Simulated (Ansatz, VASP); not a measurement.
## Two plane-wave programs on SnO

The input INCAR:

```
ALGO = Normal
DIPOL = 0.5 0.5 0.403
EDIFF = 1E-6
ENCUT = 520
GGA = PE
IDIPOL = 3
ISIF = 2
ISMEAR = 0
IVDW = 12
LASPH = T
LCHARG = F
LDIPOL = T
LREAL = F
LWAVE = F
NBANDS = 50
NELM = 60
PREC = Accurate
SIGMA = 0.05
```

KPOINTS

```
k-points
0
Gamma
  7 7 1
```

The input POSCAR:

```
SnO
1.0
    3.8201636883      0.0000000000      0.0000000000
    0.0000000000      3.8201636883      0.0000000000
    0.0000000000      0.0000000000     22.2260802162
Sn O
4 4
Direct
    0.7500000000      0.2500000000      0.2024648501
    0.2500000000      0.7500000000      0.3087831971
    0.3750000000      1.0000000000      0.4977503906
    0.8750000000      0.5000000000      0.6040687375
    0.2500000000      0.2500000000      0.2556240236
    0.7500000000      0.7500000000      0.2556240236
    0.8750000000      1.0000000000      0.5509095640
    0.3750000000      0.5000000000      0.5509095640
```

Input for Ansatz:

```yaml
crystal:
  lattice:
    - [3.8201636883, 0.0, 0.0]
    - [0.0, 3.8201636883, 0.0]
    - [0.0, 0.0, 22.2260802162]
  atoms:
    - { symbol: Sn, position: [0.75, 0.25, 0.2024648501] }
    - { symbol: O, position: [0.25, 0.25, 0.2556240236] }
    - { symbol: O, position: [0.75, 0.75, 0.2556240236] }
    - { symbol: Sn, position: [0.25, 0.75, 0.3087831971] }
    - { symbol: Sn, position: [0.375, 1.0, 0.4977503906] }
    - { symbol: O, position: [0.875, 1.0, 0.550909564] }
    - { symbol: O, position: [0.375, 0.5, 0.550909564] }
    - { symbol: Sn, position: [0.875, 0.5, 0.6040687375] }
basis:
  ecutwfc: 420
kpoints:
  mp_grid: { grid: [7, 7, 1] }
hamiltonian:
  xc: pbe
  pseudopotentials: { kind: paw, azcp: { folder: soft_1 } }
  dispersion: d3bj
scf:
  occupations: { method: gaussian, width: 0.05 }
output:
  forces: true
  eigenvalues: true
efield:
  axis: 3
  dipole_correction: true
  ramp_width: 0.04
```

Alike in both runs: task single point; functional PBE; dispersion D3(BJ); k mesh 7 × 7 × 1; occupations gaussian, width 0.05 eV; no spin polarisation.

```csv
,VASP,Ansatz
version,VASP 6.6.1,Ansatz 0.2.0
potentials or method,"VASP PAW PBE potentials, release 64 (Sn_d, O), cutoff 520 eV","scalar-relativistic, plane waves, PAW"
valence electrons in the cell,80,80
```

|  | VASP | Ansatz | Ansatz less VASP |
| --- | --- | --- | --- |
| gap on the k mesh at the Fermi level (eV) | 2.48 | 2.49 | +0.008 |
| least direct gap on the mesh (eV) | 2.56 | 2.60 | +0.043 |
| rms of the force components (eV/Å) | 0.038 | 0.013 | -0.0255 |
